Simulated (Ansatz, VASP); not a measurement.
## Ba in VASP and in Ansatz

File INCAR:

```
ALGO = Normal
EDIFF = 1E-7
ENCUT = 520
GGA = PE
ISIF = 2
ISMEAR = -1
LASPH = T
LCHARG = F
LREAL = F
LWAVE = F
NBANDS = 28
NELM = 80
PREC = Accurate
SIGMA = 0.08
```

KPOINTS

```
k-points
0
Gamma
  8 8 2
```

POSCAR

```
Ba
1.0
    3.6789730324      0.0000000000      0.0000000000
   -1.8394865162      3.1860841059      0.0000000000
    0.0000000000      0.0000000000     12.0115230742
Ba
4
Direct
    0.0000000000      0.0000000000      0.0000000000
    0.0000000000      0.0000000000      0.5000000000
    0.3333333333      0.6666666667      0.2500000000
    0.6666666667      0.3333333333      0.7500000000
```

Input for Ansatz:

```yaml
crystal:
  lattice:
    - [3.6789730324, 0.0, 0.0]
    - [-1.8394865162, 3.1860841059, 0.0]
    - [0.0, 0.0, 12.0115230742]
  atoms:
    - { symbol: Ba, position: [0.0, 0.0, 0.0] }
    - { symbol: Ba, position: [0.0, 0.0, 0.5] }
    - { symbol: Ba, position: [0.3333333333, 0.6666666667, 0.25] }
    - { symbol: Ba, position: [0.6666666667, 0.3333333333, 0.75] }
kpoints:
  mp_grid: { grid: [8, 8, 2] }
scf:
  occupations: { method: fermi_dirac, width: 0.08 }
hamiltonian:
  xc: pbe
  pseudopotentials: { kind: all_electron, lapw: { basis_error: 0.001 } }
output:
  forces: true
  stress: true
  eigenvalues: true
  populations: true
```

Change from the starting cell: volume scaled by 0.55, LAPW.

Alike in both runs: task single point; functional PBE; k mesh 8 × 8 × 2; occupations fermi-dirac, width 0.08 eV; no spin polarisation.

|  | VASP | Ansatz |
| --- | --- | --- |
| version | VASP 6.6.1 | Ansatz 0.2.0 |
| potentials or method | VASP PAW PBE potentials, release 64 (Ba_sv), cutoff 520 eV | all-electron LAPW, scalar-relativistic |

|  | VASP | Ansatz | Ansatz less VASP |
| --- | --- | --- | --- |
| pressure (GPa) | 10.5 | 9.3 | -1.19 |
| traceless stress, the component that is largest in VASP (GPa) | -0.37 | -0.39 | -0.020 |

Ansatz ran all-electron here, and VASP with PAW potentials.

Spin-orbit coupling is off throughout.
